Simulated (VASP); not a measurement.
Here is a VASP 6.6.1 calculation.

File INCAR:

```
SYSTEM = BiTe3
ALGO = Normal
EDIFF = 1E-6
EDIFFG = -0.04
ENCUT = 600
GGA = PE
IBRION = 2
ISIF = 3
ISMEAR = 0
LASPH = .True.
LCHARG = .False.
LREAL = .False.
LWAVE = .False.
NELM = 100
NSW = 90
PREC = Accurate
SIGMA = 0.1
```

The input KPOINTS:

```
k-points
0
Gamma
  6 6 2
  0 0 0
```

POSCAR

```
BiTe3
1.0
    4.4847216900      0.0000000000      0.0000000000
   -2.2423608400      3.8838829100      0.0000000000
    0.0000000000      0.0000000000      8.2775101500
Bi Te
1 3
Direct
    0.0000000000      0.0000000000      0.0000000000
    0.3333333300      0.6666666700      0.0000000000
    0.6666666700      0.3333333300      0.0000000000
    0.0000000000      0.0000000000      0.5000000000
```

Potentials or basis: VASP PAW PBE potentials, release 64 (Bi_d, Te).

Command:

```console
$ cat potpaw_PBE.64/Bi_d/POTCAR potpaw_PBE.64/Te/POTCAR > POTCAR
$ mpirun -np 1 vasp_std > vasp.out
```

Task: Predict the space group after relaxing (to 0.05 Å).

Result: P6/mmm (No. 191).

Task: Predict the relaxed volume.

Result: 43.28 Å³/atom.

Task: Estimate the relaxed cell.

Result: a = 5.626 Å, b = 5.626 Å, c = 6.316 Å, α = 90.00°, β = 90.00°, γ = 120.00°.

Final structure:
```yaml
crystal:
  lattice:
    - [5.62574, 0.00000, 0.00000]
    - [-2.81287, 4.87204, 0.00000]
    - [0.00000, 0.00000, 6.31592]
  atoms:
    - { symbol: Bi, position: [0.00000, 0.00000, 0.00000] }
    - { symbol: Te, position: [0.33333, 0.66667, 0.00000] }
    - { symbol: Te, position: [0.66667, 0.33333, 0.00000] }
    - { symbol: Te, position: [0.00000, 0.00000, 0.50000] }
```

Caveat: the k points lie up to 0.50 Å⁻¹ apart in the final cell; the volume moved by over 15 % at a fixed basis, so the end points are rough; this functional lacks dispersion, which binds the layers, so the pressure and a relaxed spacing across them are unreliable.
